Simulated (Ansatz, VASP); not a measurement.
# Two plane-wave programs on Pd

```
Pd
1.0
     0.00000    1.98992    1.98992
     1.98992    0.00000    1.98992
     1.98992    1.98992    0.00000
Pd
1
Direct
  0.00000 0.00000 0.00000
```

Alike in both runs: task single point; functional PBEsol; k mesh 18 × 18 × 18; occupations gaussian, width 0.1 eV; no spin polarisation.

|  | VASP | Ansatz |
| --- | --- | --- |
| version | VASP 6.6.1 | Ansatz 0.2.0 |
| potentials or method | VASP PAW PBE potentials, release 64 (Pd), cutoff 500 eV | scalar-relativistic, plane waves, PAW |
| valence electrons in the cell | 10 | 18 |

Ansatz gave:

| Quantity | Value |
| --- | --- |
| gap on the k mesh at the Fermi level (eV) | none |
| pressure (GPa) | -13.2 |

**Question.** What did VASP give for the same quantities?

**Answer.** gap on the k mesh at the Fermi level (eV): none; pressure (GPa): -13.3.

VASP's potentials were made for PBE, not for PBEsol. A gap of «none» marks a metal or a gap that the smearing closes. VASP's potentials hold 10 valence electrons a cell and Ansatz's 18, so a difference there can come from the potentials and not from the codes.
